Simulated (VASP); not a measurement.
Set up this calculation in VASP 6.6.1, as the native input.

```
Task                   : single point
Functional             : PBE
Potentials or basis    : VASP PAW PBE potentials, release 64 (Na_pv)
Cutoff                 : 520 eV
k mesh                 : 8 × 8 × 3
Occupations            : fermi-dirac, width 0.05 eV
Spin                   : no spin polarisation
Dipole correction      : no
Further INCAR settings : ALGO = Fast; EDIFF = 1e-06; NBANDS = 18
```

The structure of Na lies in POSCAR:

```
Na
1.0
    3.1751973577     -1.8440915732      0.0000000000
    3.1751973577      1.8440915732      0.0000000000
   -2.1598577590      0.0000000000      9.3019979158
Na
3
Direct
    0.7775850000      0.7775850000      0.3333240000
    0.2224150000      0.2224150000      0.6666760000
    0.0000000000      0.0000000000      0.0000000000
```

One way to write it, as run:

INCAR

```
SYSTEM = Na
ALGO = Fast ; EDIFF = 1E-6
ENCUT = 520 ; GGA = PE
ISIF = 2 ; ISMEAR = -1
LASPH = .True. ; LCHARG = .False.
LREAL = .False. ; LWAVE = .False.
NBANDS = 18 ; NELM = 100
PREC = Accurate ; SIGMA = 0.05
```

KPOINTS

```
k-points
0
Gamma
  8 8 3
  0 0 0
```

Potentials or basis: VASP PAW PBE potentials, release 64 (Na_pv).

Command:

```console
$ cat potpaw_PBE.64/Na_pv/POTCAR > POTCAR
$ mpirun -np 1 vasp_std > vasp.out
```

Results of the run:

- Pressure: 0.2 GPa
- Band gap on the k mesh: zero (an odd number of electrons rules out a gap without spin polarisation)

It took 57 s on 1 thread of AMD EPYC 9R45 96-Core Processor (Zen 5) (shared host), peak memory 0.23 GiB.
